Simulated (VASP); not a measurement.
# TiTe2 (P-3m1) in VASP: a series of runs

TiTe2 is run at these levels: RPBE, PBE, LDA, revPBE; tasks: relaxation of cell and atoms, single point.

All numbers are computed with VASP 6.6.1; they aren't measurements. Logs are shortened: lines on timing, memory, paths and dates and some standing lists are left out, and cuts for length are marked.

## Step 1: The cell of the first run

The structure is trigonal, space group P-3m1 (No. 164). The conventional cell has a = 3.777 Å, b = 3.777 Å, c = 6.498 Å, α = 90.00°, β = 90.00°, γ = 120.00°. Within 3.8 Å of Te (site symmetry 3m) lie 3 Ti at 2.77 Å and 9 Te at 3.78 Å. Ti (site symmetry -3m) has 6 Te at 2.77 Å and 6 Ti at 3.78 Å within 3.8 Å.

## Step 2: Relaxation of cell and atoms, RPBE

Input file INCAR:

```
SYSTEM = TiTe2
PREC     = Accurate       ! precision mode
ENCUT    = 600            ! plane-wave cutoff, eV
EDIFF    = 1E-7           ! SCF threshold, eV
ISMEAR   = -1             ! smearing method
SIGMA    = 0.05           ! smearing width, eV
LREAL    = .FALSE.        ! projectors in reciprocal space
LASPH    = .TRUE.         ! aspherical terms in the spheres
NELM     = 80             ! most SCF steps
ALGO     = Normal         ! electronic algorithm
ISIF     = 3              ! what is computed and relaxed
LWAVE    = .FALSE.        ! write WAVECAR
LCHARG   = .FALSE.        ! write CHGCAR
GGA      = RP             ! functional
IBRION   = 2              ! ionic algorithm
NSW      = 60             ! ionic steps
EDIFFG   = -0.01          ! ionic threshold
```

Input file KPOINTS:

```
regular mesh
0
G
  8 8 4
  0 0 0
```

Input file POSCAR:

```
TiTe2
1.0
    3.7770000000      0.0000000000      0.0000000000
   -1.8885000000      3.2709779501      0.0000000000
    0.0000000000      0.0000000000      6.4980000000
Te Ti
2 1
Direct
    0.3333333333      0.6666666667      0.7372000000
    0.6666666667      0.3333333333      0.2628000000
    0.0000000000      0.0000000000      0.0000000000
```

Potentials or basis: VASP PAW PBE potentials, release 64 (Te, Ti_sv).

The run is started by

```console
$ cat potpaw_PBE.64/Te/POTCAR potpaw_PBE.64/Ti_sv/POTCAR > POTCAR
$ mpirun -np 1 vasp_std > vasp.out
```

OUTCAR:

```text
SYSTEM = TiTe2
   PREC = Accurate
   ENCUT = 600
   EDIFF = 1E-7
   ISMEAR = -1
   LREAL = .FALSE.
   LASPH = .TRUE.
   NELM = 80
   ISIF = 3
   GGA = RP
   IBRION = 2
   NSW = 60
   EDIFFG = -0.01

 ion  position               nearest neighbor table
   1  0.333  0.667  0.737-   3 2.77   3 2.77   3 2.77
   2  0.667  0.333  0.263-   3 2.77   3 2.77   3 2.77
   3  0.000  0.000  0.000-   1 2.77   2 2.77   2 2.77   1 2.77   2 2.77   1 2.77

  LATTYP: Found a hexagonal cell.
 ALAT       =     3.7770000000
 C/A-ratio  =     1.7204130262

  Lattice vectors:

 A1 = (   3.7770000000,   0.0000000000,   0.0000000000)
 A2 = (  -1.8885000000,   3.2709779501,   0.0000000000)
 A3 = (   0.0000000000,   0.0000000000,   6.4980000000)

Analysis of symmetry for initial positions (statically):
=====================================================================
 Subroutine PRICEL returns:
 Original cell was already a primitive cell.

 Routine SETGRP: Setting up the symmetry group for a
 hexagonal supercell.

 Subroutine GETGRP returns: Found 12 space group operations
 (whereof 12 operations were pure point group operations)
 out of a pool of 24 trial point group operations.

The static configuration has the point symmetry D_3d.

Analysis of symmetry for dynamics (positions and initial velocities):
=====================================================================
 Subroutine PRICEL returns:
 Original cell was already a primitive cell.

 Routine SETGRP: Setting up the symmetry group for a
 hexagonal supercell.

 Subroutine GETGRP returns: Found 12 space group operations
 (whereof 12 operations were pure point group operations)
 out of a pool of 24 trial point group operations.

The dynamic configuration has the point symmetry D_3d.

 Subroutine INISYM returns: Found 12 space group operations
 (whereof 12 operations are pure point group operations),
 and found     1 'primitive' translations

----------------------------------------------------------------------------------------

                                     Primitive cell

  volume of cell :      80.2794

  direct lattice vectors                    reciprocal lattice vectors
     3.777000000  0.000000000  0.000000000     0.264760392  0.152859484  0.000000000
    -1.888500000  3.270977950  0.000000000     0.000000000  0.305718967  0.000000000
     0.000000000  0.000000000  6.498000000     0.000000000  0.000000000  0.153893506

  length of vectors
     3.777000000  3.777000000  6.498000000     0.305718967  0.305718967  0.153893506

  position of ions in fractional coordinates (direct lattice)
     0.333333333  0.666666667  0.737200000
     0.666666667  0.333333333  0.262800000
     0.000000000  0.000000000  0.000000000

  ion indices of the primitive-cell ions
   primitive index   ion index
                 1           1
                 2           2
                 3           3

----------------------------------------------------------------------------------------

 KPOINTS: regular mesh

Automatic generation of k-mesh.
 Grid dimensions read from file:
 generate k-points for:    8    8    4

 Generating k-lattice:

  Cartesian coordinates                     Fractional coordinates (reciprocal lattice)
     0.033095049  0.019107435  0.000000000     0.125000000 -0.000000000  0.000000000
     0.000000000  0.038214871  0.000000000     0.000000000  0.125000000  0.000000000
     0.000000000  0.000000000  0.038473376     0.000000000  0.000000000  0.250000000

  Length of vectors
     0.038214871  0.038214871  0.038473376

  Shift w.r.t. Gamma in fractional coordinates (k-lattice)
     0.000000000  0.000000000  0.000000000

 Subroutine IBZKPT returns following result:
 ===========================================

 Found     35 irreducible k-points:

 Following reciprocal coordinates:
            Coordinates               Weight
  0.000000  0.000000  0.000000      1.000000
  0.125000  0.000000  0.000000      6.000000
  0.250000  0.000000  0.000000      6.000000
  0.375000  0.000000  0.000000      6.000000
[... 43 lines left out ...]
  Total        1.2757921      1.2757921      1.6461586      0.0000000      0.0000000     -0.0000000
  in kB       25.4616297     25.4616297     32.8532211      0.0000000      0.0000000     -0.0000000
  external PRESSURE =      27.9254935 kB  Pullay stress =       0.0000000 kB
[... 92 lines left out ...]
  FREE ENERGIE OF THE ION-ELECTRON SYSTEM (eV)
  ---------------------------------------------------
  free  energy   TOTEN  =       -15.0956189545 eV

  energy  without entropy=      -15.0838745517  energy(sigma->0) =      -15.08974675

 E-fermi :   4.5886     XC(G=0):  -8.5204

 val. band max:        4.5824920750   @ k =   0.5000   0.0000   0.2500
 cond. band min:       4.5975079834   @ k =   0.3750   0.0000   0.2500
 fundamental gap:      0.0150159084
 Fermi energy:         4.5885832457

 k-point     1 :       0.0000    0.0000    0.0000
  band No.  band energies     occupation
      1     -53.2532      2.00000
      2     -29.4176      2.00000
      3     -29.4176      2.00000
      4     -29.3733      2.00000
      5      -7.0674      2.00000
      6      -6.1927      2.00000
[... 8 lines left out ...]
     15       5.4592      0.00000
     16       7.5833      0.00000
[... 420 lines left out ...]
  band No.  band energies     occupation
      1     -53.2515      2.00000
      2     -29.4399      2.00000
      3     -29.4293      2.00000
      4     -29.3672      2.00000
      5      -5.7536      2.00000
      6      -5.5612      2.00000
[... 8 lines left out ...]
     15       5.7632      0.00000
     16       6.4784      0.00000

 [... further k-points ...]

[... ionic steps 4 to 36 ...]

--------------------------------------- Ionic step       37  -------------------------------------------

 number of electron      23.9999994 magnetization

------------------------ aborting loop because EDIFF is reached ----------------------------------------

  FORCE on cell =-STRESS in cart. coord.  units (eV):
  Direction    XX          YY          ZZ          XY          YZ          ZX
  --------------------------------------------------------------------------------------
  -------------------------------------------------------------------------------------
  Total       -0.0130237     -0.0130237      0.0436121      0.0000000     -0.0000000     -0.0000000
  in kB       -0.1911230     -0.1911230      0.6400077      0.0000000     -0.0000000     -0.0000000
  external PRESSURE =       0.0859206 kB  Pullay stress =       0.0000000 kB
[... 59 lines left out ...]
  energy  without entropy=      -15.1851080740  energy(sigma->0) =      -15.19317371

--------------------------------------- Ionic step       39  -------------------------------------------

 number of electron      23.9999998 magnetization

 Free energy of the ion-electron system (eV)
  ---------------------------------------------------
  ext. energy  EPLUGINS =         0.00000000
  ---------------------------------------------------
  free energy    TOTEN  =       -15.20129659 eV

  energy without entropy =      -15.18514831  energy(sigma->0) =      -15.19322245

 E-fermi :   3.7921     XC(G=0):  -7.9016

 val. band max:        3.7918545191   @ k =   0.3750   0.0000   0.2500
 cond. band min:       3.7979222257   @ k =   0.3750   0.0000   0.5000
 fundamental gap:      0.0060677066
 Fermi energy:         3.7920819990

 k-point     1 :       0.0000    0.0000    0.0000
  band No.  band energies     occupation
      1     -53.9426      2.00000
      2     -30.1166      2.00000
      3     -30.1166      2.00000
      4     -30.0769      2.00000
      5      -8.0108      2.00000
      6      -7.1912      2.00000
[... 8 lines left out ...]
     15       4.8071      0.00000
     16       6.9989      0.00000
[... 420 lines left out ...]
  band No.  band energies     occupation
      1     -53.9403      2.00000
      2     -30.1447      2.00000
      3     -30.1313      2.00000
      4     -30.0692      2.00000
      5      -6.6012      2.00000
      6      -6.4088      2.00000
[... 8 lines left out ...]
     15       5.0926      0.00000
     16       5.7428      0.00000

 [... further k-points ...]
[... 5 lines left out ...]
  --------------------------------------------------------------------------------------
  -------------------------------------------------------------------------------------
  Total       -0.0211148     -0.0211148     -0.0004045     -0.0000000      0.0000000     -0.0000000
  in kB       -0.3112843     -0.3112843     -0.0059627     -0.0000000      0.0000000     -0.0000000
  external PRESSURE =      -0.2095104 kB  Pullay stress =       0.0000000 kB
[... 18 lines left out ...]
  FREE ENERGIE OF THE ION-ELECTRON SYSTEM (eV)
  ---------------------------------------------------
  free  energy   TOTEN  =       -15.2012965944 eV

  energy  without entropy=      -15.1851483122  energy(sigma->0) =      -15.19322245

 reached required accuracy - stopping structural energy minimisation
```

Wall time 13 min (1 thread of AMD EPYC 9R45 (Zen 5), shared host); peak memory 0.23 GiB.

What came out:

| Item | Value |
| --- | --- |
| Free energy | -15.2013 eV |
| Relaxed volume | 36.23 Å³/atom |
| Relaxed cell | a = 3.813 Å, b = 3.813 Å, c = 8.633 Å, α = 90.00°, β = 90.00°, γ = 120.00° |
| Space group after relaxing (to 0.1 Å) | P-3m1 (No. 164) |
| Energy gained by relaxing | 45.1 meV/atom |
| Ionic steps | 39 |
| Pressure after relaxing | 0.0 GPa |
| Band gap on the k mesh | zero (bands 12 and 13 overlap by 0.49 eV) |

The path:
```
step  energy change (eV)  largest force (eV/Å)  pressure (GPa)  volume (Å³)
   1              0.0000                0.0984            2.79        80.28
   2             -0.0199                0.4964           -1.31        85.82
   3             -0.0296                0.2887            0.07        83.73
   4             -0.0367                0.2444            0.06        84.30
   5             -0.0521                0.1180            0.06        86.04
   6             -0.0596                0.1250            0.22        89.60
   7             -0.0652                0.0791            0.00        90.54
   8             -0.0780                0.0466           -0.55        93.37
   9             -0.0916                0.2711           -1.48        99.04
  10             -0.0961                0.2661           -1.41        99.35
  11             -0.1080                0.2476           -1.19       100.27
  12             -0.1244                0.1933           -0.69       102.00
  13             -0.1242                0.0299            0.57       105.08
  14             -0.1310                0.1032           -0.09       103.38
  15             -0.1316                0.0723            0.00       103.23
  16             -0.1321                0.0148            0.20       102.95
  17             -0.1325                0.0206            0.12       103.18
  18             -0.1327                0.0321           -0.02       103.63
  19             -0.1327                0.0308           -0.01       103.58
  20             -0.1327                0.0240            0.02       103.60
  21             -0.1328                0.0083            0.07       103.65
  22             -0.1328                0.0233            0.16       103.77
  23             -0.1329                0.0051            0.10       103.70
  24             -0.1329                0.0047            0.11       103.74
  25             -0.1330                0.0037            0.08       103.87
  26             -0.1331                0.0012            0.05       104.12
  27             -0.1333                0.0037           -0.01       104.63
  28             -0.1333                0.0128           -0.14       105.64
  29             -0.1334                0.0082           -0.08       105.15
  30             -0.1335                0.0055           -0.07       105.27
  31             -0.1339                0.0035           -0.03       105.62
  32             -0.1345                0.0224            0.04       106.33
  33             -0.1347                0.0631            0.19       107.74
  34             -0.1349                0.0546            0.16       108.02
  35             -0.1351                0.0303            0.06       108.84
  36             -0.1352                0.0186            0.01       109.23
  37             -0.1352                0.0170            0.01       109.18
  38             -0.1352                0.0118            0.00       109.01
  39             -0.1353                0.0017           -0.02       108.68
```

Final structure:
```yaml
crystal:
  lattice:
    - [3.81268, 0.00000, 0.00000]
    - [-1.90634, 3.30187, 0.00000]
    - [0.00000, 0.00000, 8.63277]
  atoms:
    - { symbol: Te, position: [0.33333, 0.66667, 0.79849] }
    - { symbol: Te, position: [0.66667, 0.33333, 0.20151] }
    - { symbol: Ti, position: [0.00000, 0.00000, 0.00000] }
```

Caveat: the volume moved by over 15 % at a fixed basis, so the end points are rough; the PAW data sets were made with another functional, which shifts forces and pressure a little; spin-orbit coupling is left out, which moves the levels of the heavy elements; this functional lacks dispersion, which binds layers or chains, so the pressure and a relaxed spacing across them are unreliable. RPBE and its kin give volumes clearly too large for solids.

## Step 3: Single point, PBE, non-collinear spin, zero start, spin-orbit coupling

Input file INCAR:

```
PREC     = Accurate       # precision mode
ENCUT    = 520            # plane-wave cutoff, eV
EDIFF    = 1E-6           # SCF threshold, eV
ISMEAR   = -1             # smearing method
SIGMA    = 0.05           # smearing width, eV
LREAL    = False          # projectors in reciprocal space
LASPH    = True           # aspherical terms in the spheres
NELM     = 150            # most SCF steps
ALGO     = Normal         # electronic algorithm
ISIF     = 2              # what is computed and relaxed
LWAVE    = False          # write WAVECAR
LCHARG   = False          # write CHGCAR
LNONCOLLINEAR= True           # non-collinear magnetism
MAGMOM   = 0 0 0 0 0 0 0 0 0 # initial moments
LORBIT   = 11             # projections on sites
LSORBIT  = True           # spin-orbit coupling
GGA_COMPAT= False        
LORBMOM  = True         
LMAXMIX  = 4              # l up to which the mixer works
GGA      = PE             # functional
NBANDS   = 37             # bands
```

Input file KPOINTS:

```
regular mesh
0
Gamma
  6 6 3
```

POSCAR is that of step 2.

Potentials or basis: VASP PAW PBE potentials, release 64 (Te, Ti_sv).

The run is started by

```console
$ cat potpaw_PBE.64/Te/POTCAR potpaw_PBE.64/Ti_sv/POTCAR > POTCAR
$ mpirun -np 1 vasp_ncl > vasp.out
```

Wall time 84 s (1 thread of AMD EPYC 9R45 (Zen 5), shared host); peak memory 0.35 GiB.

It converged, with:

* Free energy: -16.4221 eV
* Pressure: 0.9 GPa
* Largest force: 0.016 eV/Å
* Net moment: 0.00 μB per cell
* Valence electrons inside the program's atomic spheres: Te 3.42; Ti 10.16

Forces in eV/Å, atoms in the order of the input:
```
Te   0.000  0.000  0.016
Te   0.000  0.000 -0.016
Ti   0.000  0.000  0.000
```

Stress tensor (GPa, compression positive):
```
0.82 0.00 0.00
0.00 0.82 0.00
0.00 0.00 1.05
```

Moments on the atoms (μB; x, y, z):
```
Te  0.00 0.00 0.00
Te  0.00 0.00 0.00
Ti  0.00 0.00 0.00
```

Caveat: this functional lacks dispersion, which binds layers or chains, so the pressure and a relaxed spacing across them are unreliable.

## Step 4: Single point, LDA, non-collinear spin, zero start, spin-orbit coupling

Input file INCAR:

```
PREC = Accurate
ENCUT = 520
EDIFF = 1E-6
ISMEAR = -1
SIGMA = 0.05
LREAL = F
LASPH = T
NELM = 150
ALGO = Normal
ISIF = 2
LWAVE = F
LCHARG = F
MAGMOM = 0 0 0 0 0 0 0 0 0
LORBIT = 11
LSORBIT = T
GGA_COMPAT = F
LORBMOM = T
LMAXMIX = 4
NBANDS = 37
```

KPOINTS is that of step 3.

POSCAR is that of step 3.

Potentials or basis: VASP PAW LDA potentials, release 64 (Te, Ti_sv).

The run is started by

```console
$ cat potpaw_LDA.64/Te/POTCAR potpaw_LDA.64/Ti_sv/POTCAR > POTCAR
$ mpirun -np 1 vasp_ncl > vasp.out
```

Run time: 76 s. Hardware: 1 thread of AMD EPYC 9R45 (Zen 5), shared host; peak memory 0.27 GiB.

Results (log left out):

| Item | Value |
| --- | --- |
| Free energy | -18.4998 eV |
| Pressure | -4.0 GPa |
| Largest force | 0.321 eV/Å |
| Net moment | 0.00 μB per cell |
| Valence electrons inside the program's atomic spheres | Te 3.42; Ti 10.19 |

Forces on the atoms (eV/Å):
```
Te   0.000  0.000  0.321
Te   0.000  0.000 -0.321
Ti   0.000  0.000  0.000
```

Stress tensor (GPa, compression positive):
```
-3.94  0.00  0.00
 0.00 -3.94  0.00
 0.00  0.00 -4.07
```

Moments on the atoms (μB; x, y, z):
```
Te  0.00 0.00 0.00
Te  0.00 0.00 0.00
Ti  0.00 0.00 0.00
```

Caveat: the cell stands under tension.

## Step 5: Single point, revPBE

Input file INCAR:

```
SYSTEM = TiTe2
ALGO = Normal
EDIFF = 1E-7
ENCUT = 520
GGA = RE
ISIF = 2
ISMEAR = -1
LASPH = .True.
LCHARG = .False.
LREAL = .False.
LWAVE = .False.
NBANDS = 19
NELM = 60
PREC = Accurate
SIGMA = 0.05
```

Input file KPOINTS:

```
k-points
0
Gamma
  8 8 4
  0 0 0
```

POSCAR is that of step 4.

Potentials or basis: VASP PAW PBE potentials, release 64 (Te, Ti_sv).

The run is started by

```console
$ cat potpaw_PBE.64/Te/POTCAR potpaw_PBE.64/Ti_sv/POTCAR > POTCAR
$ mpirun -np 1 vasp_std > vasp.out
```

Run time: 36 s. Hardware: 1 thread of AMD EPYC 9R45 (Zen 5), shared host; peak memory 0.18 GiB.

It converged, with:

* Free energy: -15.2385 eV
* Pressure: 2.3 GPa
* Largest force: 0.078 eV/Å
* Band gap on the k mesh: zero (bands 12 and 13 overlap by 0.66 eV)

Forces on the atoms (eV/Å):
```
Te   0.000  0.000 -0.078
Te   0.000  0.000  0.078
Ti   0.000  0.000  0.000
```

Stress tensor (GPa, compression positive):
```
2.04 0.00 0.00
0.00 2.04 0.00
0.00 0.00 2.73
```

Levels at points of the mesh, in eV from the Fermi level:
```
           k point  band 8  band 9  band 10  band 11  band 12  band 13  band 14  band 15  band 16  band 17
(0.00, 0.00, 0.00)   -1.68   -1.68     0.37     0.41     0.41     0.57     1.07     1.07     3.06     3.06
(0.50, 0.00, 0.00)   -3.69   -2.71    -2.39    -1.75    -1.14     0.03     1.16     1.50     2.42     3.34
(0.00, 0.00, 0.50)   -2.62   -1.61    -1.61     0.40     0.40     0.75     0.75     1.04     3.49     3.49
(0.50, 0.00, 0.50)   -4.53   -2.41    -2.03    -0.98    -0.61    -0.25     1.16     1.48     2.61     3.48
```

Caveat: the PAW data sets were made with another functional, which shifts forces and pressure a little; spin-orbit coupling is left out, which moves the levels of the heavy elements; this functional lacks dispersion, which binds layers or chains, so the pressure and a relaxed spacing across them are unreliable.

## Step 6: Overview

```csv
task,level,potentials or basis,spin,cell,k mesh,cutoff (eV),gap on the mesh (eV),pressure (GPa),moment (μB),largest force (eV/Å)
relaxation of cell and atoms,RPBE,"VASP PAW PBE potentials, release 64 (Te, Ti_sv)",off,relaxed,8 × 8 × 4,600,none,0.0,-,-
single point,PBE,"VASP PAW PBE potentials, release 64 (Te, Ti_sv)","non-collinear, zero start, SOC",as given,6 × 6 × 3,520,-,0.9,0.00,0.02
single point,LDA,"VASP PAW LDA potentials, release 64 (Te, Ti_sv)","non-collinear, zero start, SOC",as given,6 × 6 × 3,520,-,-4.0,0.00,0.32
single point,revPBE,"VASP PAW PBE potentials, release 64 (Te, Ti_sv)",off,as given,8 × 8 × 4,520,none,2.3,-,0.08
```

Alike in all rows: smearing fermi-dirac 0.05 eV.

Caveats: this functional lacks dispersion, which binds layers or chains, so the pressure and a relaxed spacing across them are unreliable (at least some runs); the PAW data sets were made with another functional, which shifts forces and pressure a little (at least some runs); spin-orbit coupling is left out, which moves the levels of the heavy elements (at least some runs); the volume moved by over 15 % at a fixed basis, so the end points are rough (at least some runs); the cell stands under tension (at least some runs).

Absolute energies hang on the potentials; compare differences alone.

The gap in the log of VASP goes by the Fermi energy; the results here count the filled bands.